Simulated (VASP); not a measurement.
A run of VASP 6.6.1 is set up as follows.

INCAR

```
PREC = Accurate ; ENCUT = 600
EDIFF = 1E-6 ; ISMEAR = 0
SIGMA = 0.02 ; LREAL = F
LASPH = T ; NELM = 80
ALGO = Normal ; ISIF = 3
LWAVE = F ; LCHARG = F
IBRION = 2 ; NSW = 60
EDIFFG = -0.01
```

The input KPOINTS:

```
regular mesh
0
Gamma
  3 3 3
```

The input POSCAR:

```
Sr3Ca
1.0
    0.0000000000      4.7304522300      4.7304522300
    4.7304522300      0.0000000000      4.7304522300
    4.7304522300      4.7304522300      0.0000000000
Sr Ca
3 1
Direct
    0.2500000000      0.2500000000      0.2500000000
    0.7500000000      0.7500000000      0.7500000000
    0.5000000000      0.5000000000      0.5000000000
    0.0000000000      0.0000000000      0.0000000000
```

Potentials or basis: VASP PAW LDA potentials, release 64 (Sr_sv, Ca_sv).

Run with:

```sh
$ cat potpaw_LDA.64/Sr_sv/POTCAR potpaw_LDA.64/Ca_sv/POTCAR > POTCAR
$ mpirun -np 1 vasp_std > vasp.out
```

Predict the relaxed volume.

43.43 Å³/atom.

Predict the space group after relaxing (to 0.05 Å).

Fm-3m (No. 225).

What does it give for the relaxed cell?

a = 6.263 Å, b = 6.263 Å, c = 6.263 Å, α = 60.00°, β = 60.00°, γ = 60.00°.

What does it give for the band gap on the k mesh?

Zero (band 20 reaches 2.39 eV, above the bottom of band 21 at 2.36 eV).

Final structure:
```yaml
crystal:
  lattice:
    - [0.00000, 4.42867, 4.42867]
    - [4.42867, 0.00000, 4.42867]
    - [4.42867, 4.42867, 0.00000]
  atoms:
    - { symbol: Sr, position: [0.25000, 0.25000, 0.25000] }
    - { symbol: Sr, position: [0.75000, 0.75000, 0.75000] }
    - { symbol: Sr, position: [0.50000, 0.50000, 0.50000] }
    - { symbol: Ca, position: [0.00000, 0.00000, 0.00000] }
```

Caveat: the k points lie up to 0.41 Å⁻¹ apart in the final cell; the volume moved by over 15 % at a fixed basis, so the end points are rough.
